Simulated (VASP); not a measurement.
# Se (P3_121) in VASP: a series of runs

Se is run at these levels: r2SCAN; tasks: single point.

Everything below comes from runs of VASP 6.6.1. Logs are shortened: lines on timing, memory, paths and dates and some standing lists are left out, and cuts for length are marked.

### 1 The cell of the first run

Symmetry: P3_121, No. 152, trigonal system. The conventional cell has a = 4.070 Å, b = 4.070 Å, c = 4.779 Å, α = 90.00°, β = 90.00°, γ = 120.00°. Se (site symmetry 2) has 6 Se at 2.39 to 3.12 Å within 3.2 Å.

### 2 Single point, r2SCAN (strain -5.2%)

POSCAR reads:

```
Se
1.0
    4.0698684470      0.0000000000      0.0000000000
   -2.0349342235      3.5246094652      0.0000000000
    0.0000000000      0.0000000000      4.7792303450
Se
3
Direct
    0.2527527597      0.0000000000      0.3333333333
    0.0000000000      0.2527527597      0.6666666667
    0.7472472403      0.7472472403      0.0000000000
```

INCAR.step1 reads:

```
SYSTEM = Se
ALGO = Normal
EDIFF = 1E-4
ENCUT = 520
GGA = PE
ISMEAR = 0
LASPH = .True.
LCHARG = .False.
LREAL = .False.
LWAVE = .True.
NBANDS = 16
NELM = 60
PREC = Accurate
SIGMA = 0.01
```

INCAR.step2 reads:

```
SYSTEM = Se
ALGO = Normal
EDIFF = 1E-6
ENCUT = 520
ISIF = 2
ISMEAR = 0
ISTART = 1
LASPH = .True.
LCHARG = .True.
LELF = .True.
LMIXTAU = .True.
LREAL = .False.
LVHAR = .True.
LWAVE = .False.
METAGGA = R2SCAN
NBANDS = 16
NELM = 60
PREC = Accurate
SIGMA = 0.01
```

KPOINTS reads:

```
k-points
0
Gamma
  12 12 6
  0 0 0
```

Potentials or basis: VASP PAW PBE potentials, release 64 (Se).

On the command line:

```console
$ cat potpaw_PBE.64/Se/POTCAR > POTCAR
$ cp INCAR.step1 INCAR
$ mpirun -np 1 vasp_std > vasp.out
$ cp INCAR.step2 INCAR
$ mpirun -np 1 vasp_std > vasp.out
```

OUTCAR:

```text
SYSTEM = Se
   EDIFF = 1E-6
   ENCUT = 520
   ISIF = 2
   ISMEAR = 0
   ISTART = 1
   LASPH = .True.
   LREAL = .False.
   METAGGA = R2SCAN
   NELM = 60
   PREC = Accurate

 ion  position               nearest neighbor table
   1  0.253  0.000  0.333-   3 2.39   2 2.39
   2  0.000  0.253  0.667-   3 2.39   1 2.39
   3  0.747  0.747  0.000-   1 2.39   2 2.39

  LATTYP: Found a hexagonal cell.
 ALAT       =     4.0698684470
 C/A-ratio  =     1.1742960263

  Lattice vectors:

 A1 = (   4.0698684470,   0.0000000000,   0.0000000000)
 A2 = (  -2.0349342235,   3.5246094652,   0.0000000000)
 A3 = (   0.0000000000,   0.0000000000,   4.7792303450)

Analysis of symmetry for initial positions (statically):
=====================================================================
 Subroutine PRICEL returns:
 Original cell was already a primitive cell.

 Routine SETGRP: Setting up the symmetry group for a
 hexagonal supercell.

 Subroutine GETGRP returns: Found  6 space group operations
 (whereof  2 operations were pure point group operations)
 out of a pool of 24 trial point group operations.

The static configuration has the point symmetry C_2 .
 The point group associated with its full space group is D_3 .

Analysis of symmetry for dynamics (positions and initial velocities):
=====================================================================
 Subroutine PRICEL returns:
 Original cell was already a primitive cell.

 Routine SETGRP: Setting up the symmetry group for a
 hexagonal supercell.

 Subroutine GETGRP returns: Found  6 space group operations
 (whereof  2 operations were pure point group operations)
 out of a pool of 24 trial point group operations.

The dynamic configuration has the point symmetry C_2 .
 The point group associated with its full space group is D_3 .

 Subroutine INISYM returns: Found  6 space group operations
 (whereof  2 operations are pure point group operations),
 and found     1 'primitive' translations

----------------------------------------------------------------------------------------

                                     Primitive cell

  volume of cell :      68.5566

  direct lattice vectors                    reciprocal lattice vectors
     4.069868447  0.000000000  0.000000000     0.245708188  0.141859688  0.000000000
    -2.034934224  3.524609465  0.000000000     0.000000000  0.283719377  0.000000000
     0.000000000  0.000000000  4.779230345     0.000000000  0.000000000  0.209238712

  length of vectors
     4.069868447  4.069868447  4.779230345     0.283719377  0.283719377  0.209238712

  position of ions in fractional coordinates (direct lattice)
     0.252752760  0.000000000  0.333333333
     0.000000000  0.252752760  0.666666667
     0.747247240  0.747247240  0.000000000

  ion indices of the primitive-cell ions
   primitive index   ion index
                 1           1
                 2           2
                 3           3

----------------------------------------------------------------------------------------

 KPOINTS: k-points

Automatic generation of k-mesh.
 Grid dimensions read from file:
 generate k-points for:   12   12    6

 Generating k-lattice:

  Cartesian coordinates                     Fractional coordinates (reciprocal lattice)
     0.020475682  0.011821641  0.000000000     0.083333333  0.000000000  0.000000000
     0.000000000  0.023643281  0.000000000     0.000000000  0.083333333  0.000000000
     0.000000000  0.000000000  0.034873119     0.000000000  0.000000000  0.166666667

  Length of vectors
     0.023643281  0.023643281  0.034873119

  Shift w.r.t. Gamma in fractional coordinates (k-lattice)
     0.000000000  0.000000000  0.000000000

 Subroutine IBZKPT returns following result:
 ===========================================

 Found    100 irreducible k-points:

 Following reciprocal coordinates:
            Coordinates               Weight
  0.000000  0.000000  0.000000      1.000000
  0.083333  0.000000  0.000000      6.000000
  0.166667  0.000000  0.000000      6.000000
  0.250000 -0.000000  0.000000      6.000000
  0.333333  0.000000  0.000000      6.000000
  0.416667  0.000000  0.000000      6.000000
[... 16 lines left out ...]
  0.166667  0.000000  0.166667      6.000000
  0.000000  0.166667  0.166667      6.000000
 [... further k-points ...]
   k-points           NKPTS =    100   k-points in BZ     NKDIM =    100   number of bands    NBANDS=     16
   number of dos      NEDOS =    301   number of ions     NIONS =      3
   total plane-waves  NPLWV =  32400
   dimension x,y,z NGX =    30 NGY =   30 NGZ =   36
   dimension x,y,z NGXF=    60 NGYF=   60 NGZF=   72
   ions per type =               3
   NGX,Y,Z   is equivalent  to a cutoff of  12.25, 12.25, 12.52 a.u.
   NGXF,Y,Z  is equivalent  to a cutoff of  24.51, 24.51, 25.05 a.u.
 SYSTEM =  Se
   PREC   = accura    normal or accurate (medium, high low for compatibility)
   ISTART =      1    job   : 0-new  1-cont  2-samecut
   ICHARG =      0    charge: 1-file 2-atom 10-const
   ISPIN  =      1    spin polarized calculation?
   LNONCOLLINEAR =      F non collinear calculations
   LSORBIT =      F    spin-orbit coupling
   LASPH  =      T    aspherical Exc in radial PAW
   ENCUT  =  520.0 eV  38.22 Ry    6.18 a.u.   7.57  7.57  8.89*2*pi/ulx,y,z
   NELM   =     60;   NELMIN=  2; NELMDL=  0     # of ELM steps
   EDIFF  = 0.1E-05   stopping-criterion for ELM
   LREAL  =      F    real-space projection
   EDIFFG = 0.1E-04   stopping-criterion for IOM
   NSW    =      0    number of steps for IOM
   IBRION =     -1    ionic relax: 0-MD 1-quasi-New 2-CG
   NFREE  =      0    steps in history (QN), initial steepest desc. (CG)
   ISIF   =      2    stress and relaxation
   ISYM   =      2    0-nonsym 1-usesym 2-fastsym
   POTIM  = 0.5000    time-step for ionic-motion
   TEBEG  =    0.0;   TEEND  =   0.0 temperature during run
   PSTRESS=    0.0 pullay stress
   NELECT =      18.0000    total number of electrons
   NUPDOWN=      -1.0000    fix difference up-down
   EMIN   =  10.00;   EMAX   =-10.00  energy-range for DOS
   EFERMI =   0.00;   METHOD = LEGACY
   ISMEAR =     0;   SIGMA  =   0.01  broadening in eV -4-tet -1-fermi 0-gaus
   EFERMI_NEDOS =   21; number of points for ismear=-14 and -15
   IALGO  =     38    algorithm
   IMIX   =      4    mixing-type and parameters
     AMIX     =   0.40;   BMIX     =  1.00
     AMIX_MAG =   1.60;   BMIX_MAG =  1.00
  volume/ion in A,a.u.               =      22.85       154.21
  Fermi-wavevector in a.u.,A,eV,Ry     =   1.048293  1.980986 14.951681  1.098918
  Thomas-Fermi vector in A             =   2.183208
   LORBIT       =      0    0 simple, 1 ext, 2 COOP (PROOUT), +10 PAW based schemes
   METAGGA = R2SCAN    functional components
   LHFCALC =     F    Hartree Fock is set to
   AEXX    =    0.0000 exact exchange contribution
   IVDW    =     0    specifies the selected vdW correction
   LEPSILON=     F    determine dielectric tensor
   LRPA    =     F    only Hartree local field effects (RPA)
 non-spin polarized calculation
 Gauss-broadening in eV      SIGMA  =   0.01
  energy-cutoff  :      520.00
  volume of cell :       68.56
 maximum number of plane-waves:      1866
   NGX = 15   NGY = 15   NGZ = 17

 number of electron      17.9999997 magnetization

 Free energy of the ion-electron system (eV)
  ---------------------------------------------------
  ext. energy  EPLUGINS =         0.00000000
  ---------------------------------------------------
  free energy    TOTEN  =       -42.63090651 eV

  energy without entropy =      -42.63090651  energy(sigma->0) =      -42.63090651

 E-fermi :   4.6602     XC(G=0): -10.2124

 val. band max:        4.5284632858   @ k =   0.5000  -0.0000   0.5000
 cond. band min:       5.0511820974   @ k =   0.0000   0.0000   0.5000
 fundamental gap:      0.5227188117
 Fermi energy:         4.6601981247

 k-point     1 :       0.0000    0.0000    0.0000
  band No.  band energies     occupation
      1     -13.0101      2.00000
      2      -8.1276      2.00000
      3      -8.1276      2.00000
      4      -0.2298      2.00000
      5       0.3726      2.00000
      6       0.3726      2.00000
[... 8 lines left out ...]
     15      12.2408      0.00000
     16      13.1358      0.00000

 k-point     2 :       0.0833    0.0000    0.0000
  band No.  band energies     occupation
      1     -12.9593      2.00000
      2      -8.1648      2.00000
      3      -8.1201      2.00000
      4      -0.5246      2.00000
      5       0.1145      2.00000
      6       0.2701      2.00000
[... 8 lines left out ...]
     15      12.4183      0.00000
     16      12.9644      0.00000

 k-point     3 :       0.1667    0.0000    0.0000
  band No.  band energies     occupation
      1     -12.8120      2.00000
      2      -8.2861      2.00000
      3      -8.0990      2.00000
      4      -1.0814      2.00000
      5      -0.2864      2.00000
      6       0.0332      2.00000
[... 8 lines left out ...]
     15      12.6002      0.00000
     16      13.2286      0.00000

 k-point     4 :       0.2500   -0.0000    0.0000
  band No.  band energies     occupation
      1     -12.5857      2.00000
      2      -8.5033      2.00000
      3      -8.0682      2.00000
      4      -1.5115      2.00000
      5      -0.6593      2.00000
      6      -0.2074      2.00000
[... 8 lines left out ...]
     15      12.8678      0.00000
     16      13.9918      0.00000
[... 324 lines left out ...]
 k-point    22 :       0.0000    0.0833    0.1667
  band No.  band energies     occupation
      1     -12.8068      2.00000
      2      -9.4441      2.00000
      3      -6.8670      2.00000
      4      -0.3980      2.00000
      5      -0.2067      2.00000
      6       0.4645      2.00000
[... 8 lines left out ...]
     15      12.3198      0.00000
     16      12.6378      0.00000

 k-point    23 :       0.1667    0.0000    0.1667
  band No.  band energies     occupation
      1     -12.6632      2.00000
      2      -9.3923      2.00000
      3      -7.0871      2.00000
      4      -0.8902      2.00000
      5      -0.2985      2.00000
      6       0.2772      2.00000
[... 8 lines left out ...]
     15      12.0691      0.00000
     16      13.0268      0.00000

 k-point    24 :       0.0000    0.1667    0.1667
  band No.  band energies     occupation
      1     -12.6610      2.00000
      2      -9.4216      2.00000
      3      -7.0155      2.00000
      4      -1.0445      2.00000
      5      -0.5521      2.00000
      6       0.1783      2.00000
[... 8 lines left out ...]
     15      12.7707      0.00000
     16      13.1672      0.00000

 [... further k-points ...]

------------------------ aborting loop because EDIFF is reached ----------------------------------------

  FORCE on cell =-STRESS in cart. coord.  units (eV):
  Direction    XX          YY          ZZ          XY          YZ          ZX
  --------------------------------------------------------------------------------------
  -------------------------------------------------------------------------------------
  Total        2.4801107      2.4801107      4.2613045      0.0000000     -0.0000000      0.0000000
  in kB       57.9605255     57.9605255     99.5872659      0.0000000     -0.0000000      0.0000000
  external PRESSURE =      71.8361056 kB  Pullay stress =       0.0000000 kB

 VOLUME and BASIS-vectors are now :
 -----------------------------------------------------------------------------
  energy-cutoff  :      520.00
  volume of cell :       68.56
      direct lattice vectors                 reciprocal lattice vectors
     4.069868447  0.000000000  0.000000000     0.245708188  0.141859688  0.000000000
    -2.034934224  3.524609465  0.000000000     0.000000000  0.283719377  0.000000000
     0.000000000  0.000000000  4.779230345     0.000000000  0.000000000  0.209238712

 POSITION                                       TOTAL-FORCE (eV/Angst)
 -----------------------------------------------------------------------------------
      1.02867      0.00000      1.59308        -0.033783     -0.000000     -0.000000
     -0.51434      0.89085      3.18615         0.016892     -0.029257      0.000000
      1.52060      2.63375      0.00000         0.016892      0.029257      0.000000
 -----------------------------------------------------------------------------------
    total drift:                                0.000000     -0.000000      0.000000

  FREE ENERGIE OF THE ION-ELECTRON SYSTEM (eV)
  ---------------------------------------------------
  free  energy   TOTEN  =       -42.6309065143 eV

  energy  without entropy=      -42.6309065143  energy(sigma->0) =      -42.63090651
```

It took 3.3 min on 1 thread of AMD EPYC 9R45 (Zen 5), shared host; peak memory 0.2 GiB.

Results:

```
Free energy            : -42.6309 eV
Pressure               : 7.2 GPa
Largest force          : 0.034 eV/Å
Band gap on the k mesh : 0.52 eV (least direct gap 1.43 eV)
```

Forces on the atoms (eV/Å):
```
Se  -0.034  0.000  0.000
Se   0.017 -0.029  0.000
Se   0.017  0.029  0.000
```

Caveat: the cell differs from its parent crystal (strain -5.2%); the cell stands under pressure; the PAW data sets were made with another functional, which shifts forces and pressure a little.

(Part 1 of 2 ends here.)
